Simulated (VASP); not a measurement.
Input of a VASP 6.6.1 run:

The input INCAR:

```
SYSTEM = N
PREC = Accurate ; ENCUT = 520
EDIFF = 1E-6 ; ISMEAR = -1
SIGMA = 0.02 ; LREAL = .FALSE.
LASPH = .TRUE. ; NELM = 60
ALGO = Normal ; ISIF = 2
LWAVE = .FALSE. ; LCHARG = .TRUE.
GGA = PE ; LELF = .TRUE.
LVHAR = .TRUE. ; NBANDS = 18
```

File KPOINTS:

```
Automatic mesh
0
G
  12 12 4
  0 0 0
```

Contents of POSCAR:

```
N
1.0
    3.5804190885      0.0000000000      0.0000000000
   -1.7902095442      3.1007338868      0.0000000000
    0.0000000000      0.0000000000      7.6415025808
N
4
Direct
    0.3333333333      0.6666666667      0.3215708973
    0.3333333333      0.6666666667      0.1784291027
    0.6666666667      0.3333333333      0.8215708973
    0.6666666667      0.3333333333      0.6784291027
```

Potentials or basis: VASP PAW PBE potentials, release 64 (N).

Launch:

```bash
$ cat potpaw_PBE.64/N/POTCAR > POTCAR
$ mpirun -np 1 vasp_std > vasp.out
```

(1) Estimate the pressure.

(2) Estimate the band gap on the k mesh.

Results:

(1) 4.9 GPa.

(2) 7.03 eV (least direct gap 7.08 eV).

Caveat: the standard files for N, O and F lose accuracy on very short bonds; the cell stands under pressure; this functional lacks dispersion, which holds the molecules together, so the pressure and a relaxed volume are unreliable; forces of over 1 eV/Å act on the atoms, so gaps and moduli don't describe the material at rest.
